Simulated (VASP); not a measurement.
Write the native input for VASP 6.6.1 that does the following.

| Quantity | Value |
| --- | --- |
| Task | single point |
| Functional | r2SCAN |
| Potentials or basis | VASP PAW PBE potentials, release 64 (B, P) |
| Cutoff | 520 eV |
| k mesh | 17 × 17 × 17 |
| Occupations | tetrahedron |
| Spin | no spin polarisation |
| Dipole correction | no |
| Further INCAR settings | ALGO = Normal; EDIFF = 1e-06; NBANDS = 11 |

The system is BP (rocksalt type).

```
B P
1.0
     0.00000    1.76975    1.76975
     1.76975    0.00000    1.76975
     1.76975    1.76975    0.00000
B P
1 1
Direct
  0.00000 0.00000 0.00000
  0.50000 0.50000 0.50000
```

One way to write it, as run:

POSCAR

```
BP
1.0
    0.0000000000      1.7697481993      1.7697481993
    1.7697481993      0.0000000000      1.7697481993
    1.7697481993      1.7697481993      0.0000000000
B P
1 1
Direct
    0.0000000000      0.0000000000      0.0000000000
    0.5000000000      0.5000000000      0.5000000000
```

INCAR.step1

```
  PREC = Accurate
  ENCUT = 520
  ISMEAR = -5
  SIGMA = 0.1
  LREAL = F
  LASPH = T
  NELM = 60
  NBANDS = 11
  GGA = PE
  ALGO = Normal
  EDIFF = 1E-4
  LWAVE = T
  LCHARG = F
```

INCAR.step2

```
  PREC = Accurate
  ENCUT = 520
  EDIFF = 1E-6
  ISMEAR = -5
  SIGMA = 0.1
  LREAL = F
  LASPH = T
  NELM = 60
  ALGO = Normal
  ISIF = 2
  LWAVE = F
  LCHARG = F
  METAGGA = R2SCAN
  LMIXTAU = T
  NBANDS = 11
  ISTART = 1
```

KPOINTS

```
Automatic mesh
0
Gamma
  17 17 17
```

Potentials or basis: VASP PAW PBE potentials, release 64 (B, P).

Launch:

```console
$ cat potpaw_PBE.64/B/POTCAR potpaw_PBE.64/P/POTCAR > POTCAR
$ cp INCAR.step1 INCAR
$ mpirun -np 1 vasp_std > vasp.out
$ cp INCAR.step2 INCAR
$ mpirun -np 1 vasp_std > vasp.out
```

Results of the run:

- Pressure: 271.1 GPa
- Band gap on the k mesh: zero (band 4 reaches 21.21 eV, above the bottom of band 5 at 18.93 eV)

Caveat: the PAW data sets were made with another functional, which shifts forces and pressure a little; tetrahedron occupations give inexact forces and stress in metals.

Run time: 59 s on 1 thread of Intel Xeon 6975P-C, with other jobs on the host, peak memory 0.14 GiB.
